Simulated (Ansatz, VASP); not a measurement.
## W in VASP and in Ansatz

```xyz
1
Lattice="0.0000 1.9970 1.9970 1.9970 0.0000 1.9970 1.9970 1.9970 0.0000" Properties=species:S:1:pos:R:3 pbc="T T T"
W     0.0000    0.0000    0.0000
```

Alike in both runs: task single point; functional LDA; k mesh 22 × 22 × 22; occupations gaussian, width 0.15 eV; no spin polarisation.

|  | VASP | Ansatz |
| --- | --- | --- |
| version | VASP 6.6.1 | Ansatz 0.2.0 |
| potentials or method | VASP PAW LDA potentials, release 64 (W_sv), cutoff 520 eV | scalar-relativistic, plane waves, PAW |
| valence electrons in the cell | 14 | 14 |

|  | VASP | Ansatz | Ansatz less VASP |
| --- | --- | --- | --- |
| gap on the k mesh at the Fermi level (eV) | none | none | - |
| pressure (GPa) | -3.2 | -4.9 | -1.67 |

Ansatz warns that its potentials were made for another functional, while VASP's fit it. LDA's correlation is that of Perdew and Zunger in VASP and of Perdew and Wang (1992) in Ansatz. A gap of «none» marks a metal or a gap that the smearing closes.

Spin-orbit coupling is off throughout.
